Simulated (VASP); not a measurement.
A run of VASP 6.6.1:

The input INCAR:

```
SYSTEM = Al2O3
ALGO     = Normal         ! electronic algorithm
EDIFF    = 1E-6           ! SCF threshold, eV
ENCUT    = 520            ! plane-wave cutoff, eV
GGA      = PE             ! functional
ISIF     = 2              ! what is computed and relaxed
ISMEAR   = 0              ! smearing method
LASPH    = .TRUE.         ! aspherical terms in the spheres
LCHARG   = .FALSE.        ! write CHGCAR
LREAL    = .FALSE.        ! projectors in reciprocal space
LWAVE    = .FALSE.        ! write WAVECAR
NBANDS   = 35             ! bands
NELM     = 80             ! most SCF steps
PREC     = Accurate       ! precision mode
SIGMA    = 0.01           ! smearing width, eV
```

The input KPOINTS:

```
k-points
0
G
  6 6 6
  0 0 0
```

File POSCAR:

```
Al2O3
1.0
    2.4514389233      1.4153389223      4.4603277035
   -2.4514389233      1.4153389223      4.4603277035
    0.0000000000     -2.8306778446      4.4603277035
Al O
4 6
Direct
    0.8521488403      0.8521488403      0.8521488403
    0.3521488403      0.3521488403      0.3521488403
    0.1478511597      0.1478511597      0.1478511597
    0.6478511597      0.6478511597      0.6478511597
    0.4438250151      0.0561749849      0.7500000000
    0.0561749849      0.7500000000      0.4438250151
    0.5561749849      0.9438250151      0.2500000000
    0.2500000000      0.5561749849      0.9438250151
    0.9438250151      0.2500000000      0.5561749849
    0.7500000000      0.4438250151      0.0561749849
```

Potentials or basis: VASP PAW PBE potentials, release 64 (Al, O).

Run with:

```bash
$ cat potpaw_PBE.64/Al/POTCAR potpaw_PBE.64/O/POTCAR > POTCAR
$ mpirun -np 1 vasp_std > vasp.out
```

Hardware: 1 thread of Intel Xeon 6975P-C, with other jobs on the host.

Task: How long does it take, and how much memory?

Result: Wall time 110 s on 1 thread of Intel Xeon 6975P-C, with other jobs on the host, peak memory 0.27 GiB. Counts: scf iterations 14, k points 32.
